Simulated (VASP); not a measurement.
# Na (Pm-3m) in VASP: further runs

Runs on Na. Level: PBEsol. Tasks: single point.

Program: VASP 6.6.1. These are calculated values, not measurements. Logs are shortened: lines on timing, memory, paths and dates and some standing lists are left out, and cuts for length are marked.

**1. The cell of the first run**

It takes space group Pm-3m (No. 221, cubic). The conventional cell has a = 6.880 Å, b = 6.880 Å, c = 6.880 Å, α = 90.00°, β = 90.00°, γ = 90.00°.

This isn't the form of Na at room conditions, which is bcc.

**2. Single point, PBEsol**

The input, INCAR:

```
SYSTEM = Na
PREC = Accurate
ENCUT = 500
EDIFF = 1E-6
ISMEAR = -1
SIGMA = 0.05
LREAL = .False.
LASPH = .True.
NELM = 120
ALGO = Normal
ISIF = 2
LWAVE = .False.
LCHARG = .False.
GGA = PS
NBANDS = 10
GGA_COMPAT = .False.
```

The input, KPOINTS:

```
Automatic mesh
0
Gamma
  4 4 4
  0 0 0
```

The input, POSCAR:

```
Na
1.0
    6.8799663008      0.0000000000      0.0000000000
    0.0000000000      6.8799663008      0.0000000000
    0.0000000000      0.0000000000      6.8799663008
Na
1
Direct
    0.0000000000      0.0000000000      0.0000000000
```

Potentials or basis: VASP PAW PBE potentials, release 64 (Na_pv).

On the command line:

```bash
$ cat potpaw_PBE.64/Na_pv/POTCAR > POTCAR
$ mpirun -np 1 vasp_std > vasp.out
```

OUTCAR:

```text
SYSTEM = Na
   PREC = Accurate
   ENCUT = 500
   EDIFF = 1E-6
   ISMEAR = -1
   LREAL = .False.
   LASPH = .True.
   NELM = 120
   ISIF = 2
   GGA = PS

 ion  position               nearest neighbor table
   1  0.000  0.000  0.000-

  LATTYP: Found a simple cubic cell.
 ALAT       =     6.8799663008

  Lattice vectors:

 A1 = (   6.8799663008,   0.0000000000,   0.0000000000)
 A2 = (   0.0000000000,   6.8799663008,   0.0000000000)
 A3 = (   0.0000000000,   0.0000000000,   6.8799663008)

Analysis of symmetry for initial positions (statically):
=====================================================================
 Subroutine PRICEL returns:
 Original cell was already a primitive cell.

 Routine SETGRP: Setting up the symmetry group for a
 simple cubic supercell.

 Subroutine GETGRP returns: Found 48 space group operations
 (whereof 48 operations were pure point group operations)
 out of a pool of 48 trial point group operations.

The static configuration has the point symmetry O_h .

Analysis of symmetry for dynamics (positions and initial velocities):
=====================================================================
 Subroutine PRICEL returns:
 Original cell was already a primitive cell.

 Routine SETGRP: Setting up the symmetry group for a
 simple cubic supercell.

 Subroutine GETGRP returns: Found 48 space group operations
 (whereof 48 operations were pure point group operations)
 out of a pool of 48 trial point group operations.

The dynamic configuration has the point symmetry O_h .

 Subroutine INISYM returns: Found 48 space group operations
 (whereof 48 operations are pure point group operations),
 and found     1 'primitive' translations

----------------------------------------------------------------------------------------

                                     Primitive cell

  volume of cell :     325.6559

  direct lattice vectors                    reciprocal lattice vectors
     6.879966301  0.000000000  0.000000000     0.145349549  0.000000000  0.000000000
     0.000000000  6.879966301  0.000000000     0.000000000  0.145349549  0.000000000
     0.000000000  0.000000000  6.879966301     0.000000000  0.000000000  0.145349549

  length of vectors
     6.879966301  6.879966301  6.879966301     0.145349549  0.145349549  0.145349549

  position of ions in fractional coordinates (direct lattice)
     0.000000000  0.000000000  0.000000000

  ion indices of the primitive-cell ions
   primitive index   ion index
                 1           1

----------------------------------------------------------------------------------------

 KPOINTS: Automatic mesh

Automatic generation of k-mesh.
 Grid dimensions read from file:
 generate k-points for:    4    4    4

 Generating k-lattice:

  Cartesian coordinates                     Fractional coordinates (reciprocal lattice)
     0.036337387  0.000000000  0.000000000     0.250000000  0.000000000  0.000000000
     0.000000000  0.036337387  0.000000000     0.000000000  0.250000000  0.000000000
     0.000000000  0.000000000  0.036337387     0.000000000  0.000000000  0.250000000

  Length of vectors
     0.036337387  0.036337387  0.036337387

  Shift w.r.t. Gamma in fractional coordinates (k-lattice)
     0.000000000  0.000000000  0.000000000

 Subroutine IBZKPT returns following result:
 ===========================================

 Found     10 irreducible k-points:

 Following reciprocal coordinates:
            Coordinates               Weight
  0.000000  0.000000  0.000000      1.000000
  0.250000  0.000000  0.000000      6.000000
  0.500000  0.000000  0.000000      3.000000
  0.250000  0.250000  0.000000     12.000000
  0.500000  0.250000  0.000000     12.000000
  0.500000  0.500000  0.000000      3.000000
  0.250000  0.250000  0.250000      8.000000
  0.500000  0.250000  0.250000     12.000000
  0.500000  0.500000  0.250000      6.000000
  0.500000  0.500000  0.500000      1.000000
   k-points           NKPTS =     10   k-points in BZ     NKDIM =     10   number of bands    NBANDS=     10
   number of dos      NEDOS =    301   number of ions     NIONS =      1
   total plane-waves  NPLWV = 125000
   dimension x,y,z NGX =    50 NGY =   50 NGZ =   50
   dimension x,y,z NGXF=   100 NGYF=  100 NGZF=  100
   ions per type =               1
   NGX,Y,Z   is equivalent  to a cutoff of  12.08, 12.08, 12.08 a.u.
   NGXF,Y,Z  is equivalent  to a cutoff of  24.16, 24.16, 24.16 a.u.
 SYSTEM =  Na
   PREC   = accura    normal or accurate (medium, high low for compatibility)
   ISTART =      0    job   : 0-new  1-cont  2-samecut
   ICHARG =      2    charge: 1-file 2-atom 10-const
   ISPIN  =      1    spin polarized calculation?
   LNONCOLLINEAR =      F non collinear calculations
   LSORBIT =      F    spin-orbit coupling
   LASPH  =      T    aspherical Exc in radial PAW
   ENCUT  =  500.0 eV  36.75 Ry    6.06 a.u.  12.54 12.54 12.54*2*pi/ulx,y,z
   NELM   =    120;   NELMIN=  2; NELMDL= -5     # of ELM steps
   EDIFF  = 0.1E-05   stopping-criterion for ELM
   LREAL  =      F    real-space projection
[... 7 lines left out ...]
   TEBEG  =    0.0;   TEEND  =   0.0 temperature during run
   PSTRESS=    0.0 pullay stress
   NELECT =       7.0000    total number of electrons
   NUPDOWN=      -1.0000    fix difference up-down
   EMIN   =  10.00;   EMAX   =-10.00  energy-range for DOS
   EFERMI =   0.00;   METHOD = LEGACY
   ISMEAR =    -1;   SIGMA  =   0.05  broadening in eV -4-tet -1-fermi 0-gaus
   EFERMI_NEDOS =   21; number of points for ismear=-14 and -15
   IALGO  =     38    algorithm
   IMIX   =      4    mixing-type and parameters
     AMIX     =   0.40;   BMIX     =  1.00
     AMIX_MAG =   1.60;   BMIX_MAG =  1.00
  volume/ion in A,a.u.               =     325.66      2197.63
  Fermi-wavevector in a.u.,A,eV,Ry     =   0.455185  0.860175  2.819036  0.207193
  Thomas-Fermi vector in A             =   1.438626
   LORBIT       =      0    0 simple, 1 ext, 2 COOP (PROOUT), +10 PAW based schemes
   GGA     = PS    functional components
   LHFCALC =     F    Hartree Fock is set to
   AEXX    =    0.0000 exact exchange contribution
   IVDW    =     0    specifies the selected vdW correction
   LEPSILON=     F    determine dielectric tensor
   LRPA    =     F    only Hartree local field effects (RPA)
 non-spin polarized calculation
  energy-cutoff  :      500.00
  volume of cell :      325.66
 maximum number of plane-waves:      8330
   NGX = 25   NGY = 25   NGZ = 25

 number of electron       7.0000011 magnetization

 Free energy of the ion-electron system (eV)
  ---------------------------------------------------
  ext. energy  EPLUGINS =         0.00000000
  ---------------------------------------------------
  free energy    TOTEN  =        -0.20827049 eV

  energy without entropy =       -0.17954672  energy(sigma->0) =       -0.19390861

 E-fermi :  -2.2948     XC(G=0):  -2.5032

 val. band max:       -2.3320277998   @ k =   0.2500   0.2500   0.2500
 cond. band min:      -2.2723354422   @ k =   0.5000   0.2500   0.0000
 fundamental gap:      0.0596923576
 Fermi energy:        -2.2947758296

 k-point     1 :       0.0000    0.0000    0.0000
  band No.  band energies     occupation
      1     -28.3941      2.00000
      2     -28.3941      2.00000
      3     -28.3941      2.00000
      4      -2.7365      1.99971
      5       0.4786      0.00000
      6       0.4786      0.00000
      7       0.4786      0.00000
      8       0.7910      0.00000
      9       1.1491      0.00000
     10       1.1491      0.00000

 k-point     2 :       0.2500    0.0000    0.0000
  band No.  band energies     occupation
      1     -28.3941      2.00000
      2     -28.3941      2.00000
      3     -28.3941      2.00000
      4      -2.5999      1.99554
      5      -0.5565      0.00000
      6       0.6029      0.00000
      7       0.6029      0.00000
      8       1.0828      0.00000
      9       1.3073      0.00000
     10       2.3624      0.00000

 k-point     3 :       0.5000    0.0000    0.0000
  band No.  band energies     occupation
      1     -28.3941      2.00000
      2     -28.3941      2.00000
      3     -28.3941      2.00000
      4      -2.4030      1.79418
      5      -1.1276      0.00000
      6       0.7749      0.00000
      7       0.7749      0.00000
      8       1.4142      0.00000
      9       1.5644      0.00000
     10       2.0583      0.00000

 k-point     4 :       0.2500    0.2500    0.0000
  band No.  band energies     occupation
      1     -28.3941      2.00000
      2     -28.3941      2.00000
      3     -28.3941      2.00000
      4      -2.4652      1.93588
      5      -0.4524      0.00000
      6      -0.3607      0.00000
      7       0.7236      0.00000
      8       1.3437      0.00000
      9       1.5142      0.00000
     10       2.5736      0.00000

 k-point     5 :       0.5000    0.2500    0.0000
  band No.  band energies     occupation
      1     -28.3941      2.00000
      2     -28.3941      2.00000
      3     -28.3941      2.00000
      4      -2.2723      0.77929
      5      -0.9744      0.00000
      6      -0.1789      0.00000
      7       0.8885      0.00000
      8       0.9032      0.00000
      9       1.6541      0.00000
     10       2.3200      0.00000

 k-point     6 :       0.5000    0.5000    0.0000
  band No.  band energies     occupation
      1     -28.3941      2.00000
      2     -28.3941      2.00000
      3     -28.3941      2.00000
      4      -2.0889      0.03205
      5      -0.7307      0.00000
      6      -0.7307      0.00000
      7       0.2776      0.00000
      8       1.0393      0.00000
      9       1.9373      0.00000
     10       2.5776      0.00000

 k-point     7 :       0.2500    0.2500    0.2500
  band No.  band energies     occupation
      1     -28.3941      2.00000
      2     -28.3941      2.00000
      3     -28.3941      2.00000
      4      -2.3320      1.35619
      5      -0.3412      0.00000
      6      -0.2198      0.00000
      7      -0.2198      0.00000
      8       1.5083      0.00000
      9       1.7528      0.00000
     10       1.7528      0.00000

 k-point     8 :       0.5000    0.2500    0.2500
  band No.  band energies     occupation
      1     -28.3941      2.00000
      2     -28.3941      2.00000
      3     -28.3941      2.00000
      4      -2.1430      0.09176
      5      -0.8237      0.00000
      6      -0.0710      0.00000
      7      -0.0099      0.00000
      8       0.9952      0.00000
      9       1.1651      0.00000
     10       1.9359      0.00000

 k-point     9 :       0.5000    0.5000    0.2500
  band No.  band energies     occupation
      1     -28.3941      2.00000
      2     -28.3941      2.00000
      3     -28.3941      2.00000
      4      -1.9627      0.00261
      5      -0.5875      0.00000
      6      -0.5875      0.00000
      7       0.1613      0.00000
      8       0.4528      0.00000
      9       1.3754      0.00000
     10       1.3754      0.00000

 k-point    10 :       0.5000    0.5000    0.5000
  band No.  band energies     occupation
      1     -28.3941      2.00000
      2     -28.3941      2.00000
      3     -28.3941      2.00000
      4      -1.7890      0.00008
      5      -0.3719      0.00000
      6      -0.3719      0.00000
      7      -0.3719      0.00000
      8       0.7767      0.00000
      9       0.7767      0.00000
     10       0.7767      0.00000

------------------------ aborting loop because EDIFF is reached ----------------------------------------

  FORCE on cell =-STRESS in cart. coord.  units (eV):
  Direction    XX          YY          ZZ          XY          YZ          ZX
  --------------------------------------------------------------------------------------
  -------------------------------------------------------------------------------------
  Total       -0.3335498     -0.3335498     -0.3335498      0.0000000      0.0000000     -0.0000000
  in kB       -1.6410139     -1.6410139     -1.6410139      0.0000000      0.0000000     -0.0000000
  external PRESSURE =      -1.6410139 kB  Pullay stress =       0.0000000 kB

 VOLUME and BASIS-vectors are now :
 -----------------------------------------------------------------------------
  energy-cutoff  :      500.00
  volume of cell :      325.66
      direct lattice vectors                 reciprocal lattice vectors
     6.879966301  0.000000000  0.000000000     0.145349549  0.000000000  0.000000000
     0.000000000  6.879966301  0.000000000     0.000000000  0.145349549  0.000000000
     0.000000000  0.000000000  6.879966301     0.000000000  0.000000000  0.145349549

 POSITION                                       TOTAL-FORCE (eV/Angst)
 -----------------------------------------------------------------------------------
      0.00000      0.00000      0.00000         0.000000      0.000000      0.000000
 -----------------------------------------------------------------------------------
    total drift:                                0.000000      0.000000      0.000000

  FREE ENERGIE OF THE ION-ELECTRON SYSTEM (eV)
  ---------------------------------------------------
  free  energy   TOTEN  =        -0.2082704895 eV

  energy  without entropy=       -0.1795467232  energy(sigma->0) =       -0.19390861
```

Wall time 30 s (1 thread of Intel Xeon 8259CL, shared host); peak memory 0.33 GiB.

What came out:

- Free energy: -0.2083 eV
- Pressure: -0.2 GPa
- Band gap on the k mesh: zero (an odd number of electrons rules out a gap without spin polarisation)

Caveat: the nearest neighbours stand farther apart than a usual bond; the PAW data sets were made with another functional, which shifts forces and pressure a little.

**3. Single point, PBEsol**

This run uses another cell than the first one.

INCAR is that of step 2.

The input, KPOINTS:

```
regular mesh
0
Gamma
  4 4 4
  0 0 0
```

The input, POSCAR:

```
Na
1.0
    6.9523923210      0.0000000000      0.0000000000
    0.0000000000      6.9523923210      0.0000000000
    0.0000000000      0.0000000000      6.9523923210
Na
1
Direct
    0.0000000000      0.0000000000      0.0000000000
```

Potentials or basis: VASP PAW PBE potentials, release 64 (Na_pv).

On the command line:

```bash
$ cat potpaw_PBE.64/Na_pv/POTCAR > POTCAR
$ mpirun -np 1 vasp_std > vasp.out
```

It took 44 s on 1 thread of Intel Xeon 8259CL, shared host; peak memory 0.39 GiB.

It converged, with:

| Quantity | Value |
| --- | --- |
| Free energy | -0.1981 eV |
| Pressure | -0.2 GPa |
| Band gap on the k mesh | zero (an odd number of electrons rules out a gap without spin polarisation) |

Levels at points of the mesh, in eV from the Fermi level:
```
           k point  band 1  band 2  band 3  band 4  band 5  band 6  band 7
(0.00, 0.00, 0.00)  -26.09  -26.09  -26.09   -0.42    2.74    2.74    2.74
(0.50, 0.00, 0.00)  -26.09  -26.09  -26.09   -0.10    1.19    3.02    3.02
(0.50, 0.50, 0.00)  -26.09  -26.09  -26.09    0.19    1.57    1.57    2.59
(0.50, 0.50, 0.50)  -26.09  -26.09  -26.09    0.47    1.92    1.92    1.92
```

Caveat: the nearest neighbours stand farther apart than a usual bond; the PAW data sets were made with another functional, which shifts forces and pressure a little.

**4. Single point, PBEsol**

This run uses another cell than the first one.

The input, INCAR:

```
SYSTEM = Na
ALGO = Normal
EDIFF = 1E-6
ENCUT = 500
GGA = PS
GGA_COMPAT = .False.
ISIF = 2
ISMEAR = -1
LASPH = .True.
LCHARG = .True.
LELF = .True.
LREAL = .False.
LVHAR = .True.
LWAVE = .False.
NBANDS = 10
NELM = 120
PREC = Accurate
SIGMA = 0.05
```

The input, KPOINTS:

```
k-points
0
Gamma
  4 4 4
  0 0 0
```

The input, POSCAR:

```
Na
1.0
    7.0233400000      0.0000000000      0.0000000000
    0.0000000000      7.0233400000      0.0000000000
    0.0000000000      0.0000000000      7.0233400000
Na
1
Direct
    0.0000000000      0.0000000000      0.0000000000
```

On the command line:

```bash
$ cat potpaw_PBE.64/Na_pv/POTCAR > POTCAR
$ mpirun -np 1 vasp_std > vasp.out
```

Wall time 48 s (1 thread of Intel Xeon 8259CL, shared host); peak memory 0.39 GiB.

Results (log left out):

| Property | Result |
| --- | --- |
| Free energy | -0.1888 eV |
| Pressure | -0.1 GPa |
| Band gap on the k mesh | zero (an odd number of electrons rules out a gap without spin polarisation) |

Levels at points of the mesh, in eV from the Fermi level:
```tsv
k point	band 1	band 2	band 3	band 4	band 5	band 6	band 7	band 8
(0.00, 0.00, 0.00)	-26.09	-26.09	-26.09	-0.40	2.71	2.71	2.71	3.02
(0.50, 0.00, 0.00)	-26.09	-26.09	-26.09	-0.10	1.21	2.98	2.98	3.62
(0.50, 0.50, 0.00)	-26.09	-26.09	-26.09	0.18	1.58	1.58	2.60	3.22
(0.50, 0.50, 0.50)	-26.09	-26.09	-26.09	0.45	1.91	1.91	1.91	3.07
```

Caveat: the nearest neighbours stand farther apart than a usual bond; the PAW data sets were made with another functional, which shifts forces and pressure a little.

[end of part 1 of 2]

The gap in the log of VASP goes by the Fermi energy; the results here count the filled bands.